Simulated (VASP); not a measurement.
Input of a VASP 6.6.1 run:

INCAR

```
PREC = Accurate
ENCUT = 600
EDIFF = 1E-8
ISMEAR = 0
SIGMA = 0.01
LREAL = False
LASPH = True
NELM = 100
ALGO = Normal
ISIF = 3
LWAVE = False
LCHARG = False
IBRION = 6
NFREE = 2
POTIM = 0.015
NSW = 1
```

File KPOINTS:

```
regular mesh
0
Gamma
  8 8 8
```

File POSCAR:

```
MgS
1.0
    0.0000000000      2.4819229680      2.4819229680
    2.4819229680      0.0000000000      2.4819229680
    2.4819229680      2.4819229680      0.0000000000
Mg S
1 1
Direct
    0.0000000000      0.0000000000      0.0000000000
    0.5000000000      0.5000000000      0.5000000000
```

Potentials or basis: VASP PAW LDA potentials, release 64 (Mg, S).

Launch:

```sh
$ cat potpaw_LDA.64/Mg/POTCAR potpaw_LDA.64/S/POTCAR > POTCAR
$ mpirun -np 1 vasp_std > vasp.out
```

Q: Estimate the elastic constants C11, C12, C44.

A: 245, 47, 63 GPa.

Q: What does it give for the Voigt bulk modulus?

A: 113 GPa.

Q: Predict the highest phonon frequency at Γ, LO-TO splitting left out.

A: 322 cm⁻¹.

Phonon frequencies in cm⁻¹ (negative: imaginary):
```
              q point        frequencies
(0.000, 0.000, 0.000)  0 0 0 322 322 322
```

Caveat: the cell is under stress, which shifts elastic constants.
